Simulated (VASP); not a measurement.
Here is a VASP 6.6.1 calculation.

The input POSCAR:

```
Si
1.0
    3.5074800000      0.0000000000      0.0000000000
   -2.5805327124      2.3755561181      0.0000000000
   -0.3087211125     -1.2481625456      3.2633108165
Si
2
Direct
    0.8070000000      0.0570000000      0.7500000000
    0.1930000000      0.9430000000      0.2500000000
```

INCAR.step1

```
SYSTEM = Si
PREC = Accurate
ENCUT = 520
ISMEAR = -1
SIGMA = 0.1
LREAL = .False.
LASPH = .True.
NELM = 80
NBANDS = 11
GGA = PE
ALGO = Normal
EDIFF = 1E-4
LWAVE = .True.
LCHARG = .False.
```

File INCAR.step2:

```
SYSTEM = Si
PREC = Accurate
ENCUT = 520
EDIFF = 1E-6
ISMEAR = -1
SIGMA = 0.1
LREAL = .False.
LASPH = .True.
NELM = 80
ALGO = Normal
ISIF = 2
LWAVE = .False.
LCHARG = .False.
METAGGA = R2SCAN
LMIXTAU = .True.
NBANDS = 11
ISTART = 1
```

KPOINTS

```
regular mesh
0
Gamma
  9 9 9
  0 0 0
```

Potentials or basis: VASP PAW PBE potentials, release 64 (Si).

Launch:

```sh
$ cat potpaw_PBE.64/Si/POTCAR > POTCAR
$ cp INCAR.step1 INCAR
$ mpirun -np 1 vasp_std > vasp.out
$ cp INCAR.step2 INCAR
$ mpirun -np 1 vasp_std > vasp.out
```

Problem. Estimate the band gap on the k mesh.

Solution. Zero (band 4 reaches 13.73 eV, above the bottom of band 5 at 5.46 eV).

Problem. What does it give for the pressure?

Solution. 14.8 GPa.

Forces in eV/Å, atoms in the order of the input:
```
Si  -0.002 -0.005  0.000
Si   0.002  0.005  0.000
```

Caveat: the PAW data sets were made with another functional, which shifts forces and pressure a little.
